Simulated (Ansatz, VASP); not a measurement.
**One calculation of Mg, two programs**

The input INCAR:

```
ALGO = Normal
EDIFF = 1E-7
ENCUT = 520
GGA = PE
ISIF = 2
ISMEAR = -1
LASPH = True
LCHARG = False
LREAL = False
LWAVE = False
NBANDS = 9
NELM = 100
PREC = Accurate
SIGMA = 0.1
```

File KPOINTS:

```
k-points
0
Gamma
  19 19 10
```

The input POSCAR:

```
Mg
1.0
    3.2783437481      0.0000000000      0.0000000000
   -1.6391718740      2.8391289682      0.0000000000
    0.0000000000      0.0000000000      5.3227562525
Mg
2
Direct
    0.3333333333      0.6666666667      0.2500000000
    0.6666666667      0.3333333333      0.7500000000
```

Input for Ansatz:

```yaml
crystal:
  lattice:
    - [3.2783437481, 0.0, 0.0]
    - [-1.639171874, 2.8391289682, 0.0]
    - [0.0, 0.0, 5.3227562525]
  atoms:
    - { symbol: Mg, position: [0.3333333333, 0.6666666667, 0.25] }
    - { symbol: Mg, position: [0.6666666667, 0.3333333333, 0.75] }
hamiltonian:
  xc: pbe
  pseudopotentials:
    kind: paw
    azcp:
      Mg: "pseudopotentials/Mg.paw.azcp"
basis:
  ecutwfc: 420
  fft_grid_basis: typed
kpoints:
  mp_grid: { grid: [19, 19, 10], shift: [0, 0, 0] }
magnetization:
  spin_polarized: false
scf:
  occupations: { method: fermi_dirac, width: 0.1 }
output:
  stress: true
```

Alike in both runs: task single point; functional PBE; k mesh 19 × 19 × 10; occupations fermi-dirac, width 0.1 eV; no spin polarisation.

```csv
,VASP,Ansatz
version,VASP 6.6.1,Ansatz 0.2.0
potentials or method,"VASP PAW PBE potentials, release 64 (Mg), cutoff 520 eV","plane waves (420 eV) with PAW, scalar-relativistic"
valence electrons in the cell,4,20
```

|  | VASP | Ansatz | Ansatz less VASP |
| --- | --- | --- | --- |
| pressure (GPa) | -2.4 | -2.3 | +0.12 |
| traceless stress, the component that is largest in VASP (GPa) | 0.05 | 0.05 | -0.001 |

VASP's potentials hold 4 valence electrons a cell and Ansatz's 20, so a difference there can come from the potentials and not from the codes.
